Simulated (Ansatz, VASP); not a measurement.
**PbS in VASP and in Ansatz**

```
Pb S
1.0
     2.95027   -2.90963    0.00000
     2.95027    2.90963    0.00000
    -1.08364    0.00000   11.74819
Pb S
2 2
Direct
  0.77560 0.77560 0.63638
  0.22440 0.22440 0.36362
  0.26840 0.26840 0.59860
  0.73160 0.73160 0.40140
```

Change from the starting cell: volume scaled by 1.01.

Alike in both runs: task single point; functional PBE; k mesh 7 × 7 × 3; occupations fermi-dirac, width 0.01 eV; no spin polarisation.

```csv
,VASP,Ansatz
version,VASP 6.6.1,Ansatz 0.2.0
potentials or method,"VASP PAW PBE potentials, release 64 (Pb_d, S), cutoff 500 eV","all-electron LAPW, scalar-relativistic"
```

|  | VASP | Ansatz | Ansatz less VASP |
| --- | --- | --- | --- |
| gap on the k mesh at the Fermi level (eV) | 1.28 | 1.29 | +0.004 |
| rms of the force components (eV/Å) | 0.198 | 0.197 | -0.0016 |

Atom by atom the forces differ by 0.002 eV/Å (rms over components). Ansatz ran all-electron here, and VASP with PAW potentials.

Neither program's run includes spin-orbit coupling.
